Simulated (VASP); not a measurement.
# Ge2As (Fm-3m) in VASP: a series of runs

The runs below take Ge2As through single point, with PBE.

Program: VASP 6.6.1. These are calculated values, not measurements. Logs are shortened: lines on timing, memory, paths and dates and some standing lists are left out, and cuts for length are marked.

## (1) The cell of the first run

The structure is cubic, space group Fm-3m (No. 225). The conventional cell has a = 6.040 Å, b = 6.040 Å, c = 6.040 Å, α = 90.00°, β = 90.00°, γ = 90.00°. Ge (site symmetry -43m) has 4 As at 2.62 Å and 6 Ge at 3.02 Å within 3.5 Å. Within 3.5 Å of As (site symmetry m-3m) lie 8 Ge at 2.62 Å.

## (2) Single point, PBE

Input file INCAR:

```
PREC = Accurate
ENCUT = 520
EDIFF = 1E-6
ISMEAR = 0
SIGMA = 0.1
LREAL = False
LASPH = True
NELM = 60
ALGO = Normal
ISIF = 2
LWAVE = False
LCHARG = False
GGA = PE
NBANDS = 24
```

Input file KPOINTS:

```
Automatic mesh
0
Gamma
  6 6 6
```

Input file POSCAR:

```
Ge2As
1.0
    0.0000000000      3.0201735495      3.0201735495
    3.0201735495      0.0000000000      3.0201735495
    3.0201735495      3.0201735495      0.0000000000
Ge As
2 1
Direct
    0.2500000000      0.2500000000      0.2500000000
    0.7500000000      0.7500000000      0.7500000000
    0.0000000000      0.0000000000      0.0000000000
```

Potentials or basis: VASP PAW PBE potentials, release 64 (Ge_d, As).

On the command line:

```bash
cat potpaw_PBE.64/Ge_d/POTCAR potpaw_PBE.64/As/POTCAR > POTCAR
mpirun -np 1 vasp_std > vasp.out
```

OUTCAR:

```text
PREC = Accurate
   ENCUT = 520
   EDIFF = 1E-6
   ISMEAR = 0
   LREAL = False
   LASPH = True
   NELM = 60
   ISIF = 2
   GGA = PE

 ion  position               nearest neighbor table
   1  0.250  0.250  0.250-   3 2.62   3 2.62   3 2.62   3 2.62
   2  0.750  0.750  0.750-   3 2.62   3 2.62   3 2.62   3 2.62
   3  0.000  0.000  0.000-   2 2.62   2 2.62   2 2.62   1 2.62   1 2.62   1 2.62   2 2.62   1 2.62

  LATTYP: Found a face centered cubic cell.
 ALAT       =     6.0403470990

  Lattice vectors:

 A1 = (   0.0000000000,   3.0201735495,   3.0201735495)
 A2 = (   3.0201735495,   0.0000000000,   3.0201735495)
 A3 = (   3.0201735495,   3.0201735495,   0.0000000000)

Analysis of symmetry for initial positions (statically):
=====================================================================
 Subroutine PRICEL returns:
 Original cell was already a primitive cell.

 Routine SETGRP: Setting up the symmetry group for a
 face centered cubic supercell.

 Subroutine GETGRP returns: Found 48 space group operations
 (whereof 48 operations were pure point group operations)
 out of a pool of 48 trial point group operations.

The static configuration has the point symmetry O_h .

Analysis of symmetry for dynamics (positions and initial velocities):
=====================================================================
 Subroutine PRICEL returns:
 Original cell was already a primitive cell.

 Routine SETGRP: Setting up the symmetry group for a
 face centered cubic supercell.

 Subroutine GETGRP returns: Found 48 space group operations
 (whereof 48 operations were pure point group operations)
 out of a pool of 48 trial point group operations.

The dynamic configuration has the point symmetry O_h .

 Subroutine INISYM returns: Found 48 space group operations
 (whereof 48 operations are pure point group operations),
 and found     1 'primitive' translations

----------------------------------------------------------------------------------------

                                     Primitive cell

  volume of cell :      55.0967

  direct lattice vectors                    reciprocal lattice vectors
     0.000000000  3.020173549  3.020173549    -0.165553400  0.165553400  0.165553400
     3.020173549  0.000000000  3.020173549     0.165553400 -0.165553400  0.165553400
     3.020173549  3.020173549  0.000000000     0.165553400  0.165553400 -0.165553400

  length of vectors
     4.271170394  4.271170394  4.271170394     0.286746900  0.286746900  0.286746900
[... 72 lines left out ...]
   ENCUT  =  520.0 eV  38.22 Ry    6.18 a.u.   7.94  7.94  7.94*2*pi/ulx,y,z
   NELM   =     60;   NELMIN=  2; NELMDL= -5     # of ELM steps
   EDIFF  = 0.1E-05   stopping-criterion for ELM
   LREAL  =      F    real-space projection
   EDIFFG = 0.1E-04   stopping-criterion for IOM
   NSW    =      0    number of steps for IOM
   IBRION =     -1    ionic relax: 0-MD 1-quasi-New 2-CG
   NFREE  =      0    steps in history (QN), initial steepest desc. (CG)
   ISIF   =      2    stress and relaxation
   ISYM   =      2    0-nonsym 1-usesym 2-fastsym
   POTIM  = 0.5000    time-step for ionic-motion
   TEBEG  =    0.0;   TEEND  =   0.0 temperature during run
   PSTRESS=    0.0 pullay stress
   NELECT =      33.0000    total number of electrons
   NUPDOWN=      -1.0000    fix difference up-down
   EMIN   =  10.00;   EMAX   =-10.00  energy-range for DOS
   EFERMI =   0.00;   METHOD = LEGACY
   ISMEAR =     0;   SIGMA  =   0.10  broadening in eV -4-tet -1-fermi 0-gaus
   EFERMI_NEDOS =   21; number of points for ismear=-14 and -15
   IALGO  =     38    algorithm
   IMIX   =      4    mixing-type and parameters
     AMIX     =   0.40;   BMIX     =  1.00
     AMIX_MAG =   1.60;   BMIX_MAG =  1.00
  volume/ion in A,a.u.               =      18.37       123.94
  Fermi-wavevector in a.u.,A,eV,Ry     =   1.379974  2.607773 25.909960  1.904328
  Thomas-Fermi vector in A             =   2.504894
   LORBIT       =      0    0 simple, 1 ext, 2 COOP (PROOUT), +10 PAW based schemes
   GGA     = PE    functional components
   LHFCALC =     F    Hartree Fock is set to
   AEXX    =    0.0000 exact exchange contribution
   IVDW    =     0    specifies the selected vdW correction
   LEPSILON=     F    determine dielectric tensor
   LRPA    =     F    only Hartree local field effects (RPA)
 non-spin polarized calculation
 Gauss-broadening in eV      SIGMA  =   0.10
  energy-cutoff  :      520.00
  volume of cell :       55.10
 maximum number of plane-waves:      1524
   NGX = 15   NGY = 15   NGZ = 15

 number of electron      33.0000020 magnetization

 Free energy of the ion-electron system (eV)
  ---------------------------------------------------
  ext. energy  EPLUGINS =         0.00000000
  ---------------------------------------------------
  free energy    TOTEN  =       -11.95657165 eV

  energy without entropy =      -11.94685955  energy(sigma->0) =      -11.95171560

 E-fermi :   7.2784     XC(G=0): -11.0531

 val. band max:        7.2726237028   @ k =  -0.3333   0.3333   0.0000
 cond. band min:       7.3695192276   @ k =   0.3333   0.1667   0.0000
 fundamental gap:      0.0968955249
 Fermi energy:         7.2784025170

 k-point     1 :       0.0000    0.0000    0.0000
  band No.  band energies     occupation
      1     -17.7286      2.00000
      2     -17.7286      2.00000
      3     -17.7045      2.00000
      4     -17.7045      2.00000
      5     -17.7045      2.00000
      6     -17.6399      2.00000
[... 421 lines left out ...]
     23      16.2742      0.00000
     24      17.3866      0.00000

------------------------ aborting loop because EDIFF is reached ----------------------------------------

  FORCE on cell =-STRESS in cart. coord.  units (eV):
  Direction    XX          YY          ZZ          XY          YZ          ZX
  --------------------------------------------------------------------------------------
  -------------------------------------------------------------------------------------
  Total        6.0633978      6.0633978      6.0633978      0.0000000     -0.0000000      0.0000000
  in kB      176.3197438    176.3197438    176.3197438      0.0000000     -0.0000000      0.0000000
  external PRESSURE =     176.3197438 kB  Pullay stress =       0.0000000 kB

 VOLUME and BASIS-vectors are now :
 -----------------------------------------------------------------------------
  energy-cutoff  :      520.00
  volume of cell :       55.10
      direct lattice vectors                 reciprocal lattice vectors
     0.000000000  3.020173549  3.020173549    -0.165553400  0.165553400  0.165553400
     3.020173549  0.000000000  3.020173549     0.165553400 -0.165553400  0.165553400
     3.020173549  3.020173549  0.000000000     0.165553400  0.165553400 -0.165553400

 POSITION                                       TOTAL-FORCE (eV/Angst)
 -----------------------------------------------------------------------------------
      1.51009      1.51009      1.51009         0.000000      0.000000      0.000000
      4.53026      4.53026      4.53026        -0.000000     -0.000000     -0.000000
      0.00000      0.00000      0.00000        -0.000000     -0.000000     -0.000000
 -----------------------------------------------------------------------------------
    total drift:                               -0.000000     -0.000000      0.000000

  FREE ENERGIE OF THE ION-ELECTRON SYSTEM (eV)
  ---------------------------------------------------
  free  energy   TOTEN  =       -11.9565716455 eV

  energy  without entropy=      -11.9468595472  energy(sigma->0) =      -11.95171560
```

OSZICAR:

```text
N       E                     dE             d eps       ncg     rms          rms(c)
DAV:   1     0.234543371781E+03    0.23454E+03   -0.15896E+04   944   0.344E+03
DAV:   2     0.239479345011E+02   -0.21060E+03   -0.20057E+03   784   0.683E+02
DAV:   3    -0.107445194855E+02   -0.34692E+02   -0.34186E+02   912   0.148E+02
DAV:   4    -0.119924647568E+02   -0.12479E+01   -0.12466E+01   848   0.309E+01
DAV:   5    -0.120141844012E+02   -0.21720E-01   -0.21719E-01   936   0.490E+00    0.404E+00
DAV:   6    -0.119733828141E+02    0.40802E-01   -0.22832E-02  1048   0.168E+00    0.243E+00
DAV:   7    -0.119572779822E+02    0.16105E-01   -0.17844E-02  1120   0.107E+00    0.199E-01
DAV:   8    -0.119565502512E+02    0.72773E-03   -0.28057E-03   968   0.635E-01    0.543E-02
DAV:   9    -0.119565735834E+02   -0.23332E-04   -0.39510E-04   920   0.148E-01    0.665E-02
DAV:  10    -0.119565732024E+02    0.38104E-06   -0.15061E-05  1136   0.425E-02    0.217E-02
DAV:  11    -0.119565718296E+02    0.13727E-05   -0.62300E-06   976   0.408E-02    0.383E-03
DAV:  12    -0.119565716455E+02    0.18408E-06   -0.39955E-07   464   0.442E-03
   1 F= -.11956572E+02 E0= -.11951716E+02  d E =-.971210E-02
```

It took 22 s on 1 thread of Intel Xeon 8259CL, shared host; peak memory 0.18 GiB.

What came out:

```yaml
Free_energy: -11.9566 eV
Pressure: 17.6 GPa
Band_gap_on_the_k_mesh: zero (an odd number of electrons rules out a gap without spin polarisation)
```

Caveat: the cell stands under pressure.

## (3) Single point, PBE

This run uses another cell than the first one, of 22.73 Å³/atom.

Input file INCAR:

```
  ALGO = Normal
  EDIFF = 1E-6
  ENCUT = 520
  GGA = PE
  ISIF = 2
  ISMEAR = 0
  LASPH = True
  LCHARG = False
  LREAL = False
  LWAVE = False
  NBANDS = 24
  NELM = 100
  PREC = Accurate
  SIGMA = 0.1
```

Input file KPOINTS:

```
k-points
0
Gamma
  6 6 6
```

Input file POSCAR:

```
Ge2As
1.0
    0.0000000000      3.2427717716      3.2427717716
    3.2427717716      0.0000000000      3.2427717716
    3.2427717716      3.2427717716      0.0000000000
Ge As
2 1
Direct
    0.2500000000      0.2500000000      0.2500000000
    0.7500000000      0.7500000000      0.7500000000
    0.0000000000      0.0000000000      0.0000000000
```

Potentials or basis: VASP PAW PBE potentials, release 64 (Ge_d, As).

On the command line:

```bash
cat potpaw_PBE.64/Ge_d/POTCAR potpaw_PBE.64/As/POTCAR > POTCAR
mpirun -np 1 vasp_std > vasp.out
```

OUTCAR:

```text
EDIFF = 1E-6
   ENCUT = 520
   GGA = PE
   ISIF = 2
   ISMEAR = 0
   LASPH = True
   LREAL = False
   NELM = 100
   PREC = Accurate

 ion  position               nearest neighbor table
   1  0.250  0.250  0.250-   3 2.81   3 2.81   3 2.81   3 2.81
   2  0.750  0.750  0.750-   3 2.81   3 2.81   3 2.81   3 2.81
   3  0.000  0.000  0.000-   2 2.81   2 2.81   2 2.81   1 2.81   1 2.81   1 2.81   2 2.81   1 2.81

  LATTYP: Found a face centered cubic cell.
 ALAT       =     6.4855435432

  Lattice vectors:

 A1 = (   0.0000000000,   3.2427717716,   3.2427717716)
 A2 = (   3.2427717716,   0.0000000000,   3.2427717716)
 A3 = (   3.2427717716,   3.2427717716,   0.0000000000)

Analysis of symmetry for initial positions (statically):
=====================================================================
 Subroutine PRICEL returns:
 Original cell was already a primitive cell.

 Routine SETGRP: Setting up the symmetry group for a
 face centered cubic supercell.

 Subroutine GETGRP returns: Found 48 space group operations
 (whereof 48 operations were pure point group operations)
 out of a pool of 48 trial point group operations.

The static configuration has the point symmetry O_h .

Analysis of symmetry for dynamics (positions and initial velocities):
=====================================================================
 Subroutine PRICEL returns:
 Original cell was already a primitive cell.

 Routine SETGRP: Setting up the symmetry group for a
 face centered cubic supercell.

 Subroutine GETGRP returns: Found 48 space group operations
 (whereof 48 operations were pure point group operations)
 out of a pool of 48 trial point group operations.

The dynamic configuration has the point symmetry O_h .

[... 104 lines left out ...]
   EMIN   =  10.00;   EMAX   =-10.00  energy-range for DOS
   EFERMI =   0.00;   METHOD = LEGACY
   ISMEAR =     0;   SIGMA  =   0.10  broadening in eV -4-tet -1-fermi 0-gaus
   EFERMI_NEDOS =   21; number of points for ismear=-14 and -15
   IALGO  =     38    algorithm
   IMIX   =      4    mixing-type and parameters
     AMIX     =   0.40;   BMIX     =  1.00
     AMIX_MAG =   1.60;   BMIX_MAG =  1.00
  volume/ion in A,a.u.               =      22.73       153.41
  Fermi-wavevector in a.u.,A,eV,Ry     =   1.285246  2.428764 22.474900  1.651859
  Thomas-Fermi vector in A             =   2.417392
   LORBIT       =      0    0 simple, 1 ext, 2 COOP (PROOUT), +10 PAW based schemes
   GGA     = PE    functional components
   LHFCALC =     F    Hartree Fock is set to
   AEXX    =    0.0000 exact exchange contribution
   IVDW    =     0    specifies the selected vdW correction
   LEPSILON=     F    determine dielectric tensor
   LRPA    =     F    only Hartree local field effects (RPA)
 non-spin polarized calculation
 Gauss-broadening in eV      SIGMA  =   0.10
  energy-cutoff  :      520.00
  volume of cell :       68.20
 maximum number of plane-waves:      1853
 NGX is ok and might be reduce to    36
   NGX = 17   NGY = 17   NGZ = 17

 number of electron      33.0000012 magnetization

 Free energy of the ion-electron system (eV)
  ---------------------------------------------------
  ext. energy  EPLUGINS =         0.00000000
  ---------------------------------------------------
  free energy    TOTEN  =       -12.57745260 eV

  energy without entropy =      -12.56201551  energy(sigma->0) =      -12.56973406

 E-fermi :   5.1872     XC(G=0): -10.0231

 val. band max:        5.1834274783   @ k =   0.1667   0.1667   0.0000
 cond. band min:       5.1911380193   @ k =   0.5000   0.3333   0.1667
 fundamental gap:      0.0077105411
 Fermi energy:         5.1872102969

 k-point     1 :       0.0000    0.0000    0.0000
  band No.  band energies     occupation
      1     -19.7963      2.00000
      2     -19.7963      2.00000
      3     -19.7824      2.00000
      4     -19.7824      2.00000
      5     -19.7824      2.00000
      6     -19.7534      2.00000
[... 421 lines left out ...]
     23      13.0652      0.00000
     24      14.2617      0.00000

------------------------ aborting loop because EDIFF is reached ----------------------------------------

  FORCE on cell =-STRESS in cart. coord.  units (eV):
  Direction    XX          YY          ZZ          XY          YZ          ZX
  --------------------------------------------------------------------------------------
  -------------------------------------------------------------------------------------
  Total        0.0673227      0.0673227      0.0673227      0.0000000      0.0000000     -0.0000000
  in kB        1.5815862      1.5815862      1.5815862      0.0000000      0.0000000     -0.0000000
  external PRESSURE =       1.5815862 kB  Pullay stress =       0.0000000 kB

 VOLUME and BASIS-vectors are now :
 -----------------------------------------------------------------------------
  energy-cutoff  :      520.00
  volume of cell :       68.20
      direct lattice vectors                 reciprocal lattice vectors
     0.000000000  3.242771772  3.242771772    -0.154189081  0.154189081  0.154189081
     3.242771772  0.000000000  3.242771772     0.154189081 -0.154189081  0.154189081
     3.242771772  3.242771772  0.000000000     0.154189081  0.154189081 -0.154189081

 POSITION                                       TOTAL-FORCE (eV/Angst)
 -----------------------------------------------------------------------------------
      1.62139      1.62139      1.62139        -0.000000      0.000000      0.000000
      4.86416      4.86416      4.86416         0.000000     -0.000000     -0.000000
      0.00000      0.00000      0.00000        -0.000000      0.000000     -0.000000
 -----------------------------------------------------------------------------------
    total drift:                                0.000000      0.000000      0.000000

  FREE ENERGIE OF THE ION-ELECTRON SYSTEM (eV)
  ---------------------------------------------------
  free  energy   TOTEN  =       -12.5774526034 eV

  energy  without entropy=      -12.5620155073  energy(sigma->0) =      -12.56973406
```

Wall time 40 s (1 thread of Intel Xeon 8259CL, shared host); peak memory 0.21 GiB.

What came out:

```yaml
Free_energy: -12.5775 eV
Pressure: 0.2 GPa
Band_gap_on_the_k_mesh: zero (an odd number of electrons rules out a gap without spin polarisation)
```
